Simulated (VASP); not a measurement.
Write the native input for VASP 6.6.1 that does the following.

```
Task                   : single point
Functional             : r2SCAN
Potentials or basis    : VASP PAW PBE potentials, release 64 (Pt)
Cutoff                 : 520 eV
k mesh                 : 14 × 14 × 7
Occupations            : gaussian, width 0.1 eV
Spin                   : no spin polarisation
Dipole correction      : no
Further INCAR settings : ALGO = Normal; EDIFF = 1e-06; NBANDS = 17
```

Pt:

```
Pt
1.0
     2.84349    0.00000    0.00000
    -1.42174    2.46253    0.00000
     0.00000    0.00000    4.79213
Pt
2
Direct
  0.66667 0.33333 0.75000
  0.33333 0.66667 0.25000
```

The input as run:

POSCAR

```
Pt
1.0
    2.8434859800      0.0000000000      0.0000000000
   -1.4217429900      2.4625312100      0.0000000000
    0.0000000000      0.0000000000      4.7921340000
Pt
2
Direct
    0.6666666667      0.3333333333      0.7500000000
    0.3333333333      0.6666666667      0.2500000000
```

INCAR.step1

```
SYSTEM = Pt
ALGO     = Normal         ! electronic algorithm
EDIFF    = 1E-4           ! SCF threshold, eV
ENCUT    = 520            ! plane-wave cutoff, eV
GGA      = PE             ! functional
ISMEAR   = 0              ! smearing method
LASPH    = .True.         ! aspherical terms in the spheres
LCHARG   = .False.        ! write CHGCAR
LREAL    = .False.        ! projectors in reciprocal space
LWAVE    = .True.         ! write WAVECAR
NBANDS   = 17             ! bands
NELM     = 100            ! most SCF steps
PREC     = Accurate       ! precision mode
SIGMA    = 0.1            ! smearing width, eV
```

INCAR.step2

```
SYSTEM = Pt
ALGO     = Normal         ! electronic algorithm
EDIFF    = 1E-6           ! SCF threshold, eV
ENCUT    = 520            ! plane-wave cutoff, eV
ISIF     = 2              ! what is computed and relaxed
ISMEAR   = 0              ! smearing method
ISTART   = 1            
LASPH    = .True.         ! aspherical terms in the spheres
LCHARG   = .False.        ! write CHGCAR
LMIXTAU  = .True.       
LREAL    = .False.        ! projectors in reciprocal space
LWAVE    = .False.        ! write WAVECAR
METAGGA  = R2SCAN         ! meta-GGA
NBANDS   = 17             ! bands
NELM     = 100            ! most SCF steps
PREC     = Accurate       ! precision mode
SIGMA    = 0.1            ! smearing width, eV
```

KPOINTS

```
k-points
0
Gamma
  14 14 7
  0 0 0
```

Potentials or basis: VASP PAW PBE potentials, release 64 (Pt).

Launch:

```console
$ cat potpaw_PBE.64/Pt/POTCAR > POTCAR
$ cp INCAR.step1 INCAR
$ mpirun -np 1 vasp_std > vasp.out
$ cp INCAR.step2 INCAR
$ mpirun -np 1 vasp_std > vasp.out
```

It gave:

| Item | Value |
| --- | --- |
| Pressure | -18.1 GPa |
| Band gap on the k mesh | zero (band 10 reaches 9.41 eV, above the bottom of band 11 at 8.35 eV) |

Caveat: the PAW data sets were made with another functional, which shifts forces and pressure a little; spin-orbit coupling is left out, which moves the levels of the heavy elements.

It took 90 s on 1 thread of Intel(R) Xeon(R) Platinum 8559C (Emerald Rapids) (shared host), peak memory 0.19 GiB.
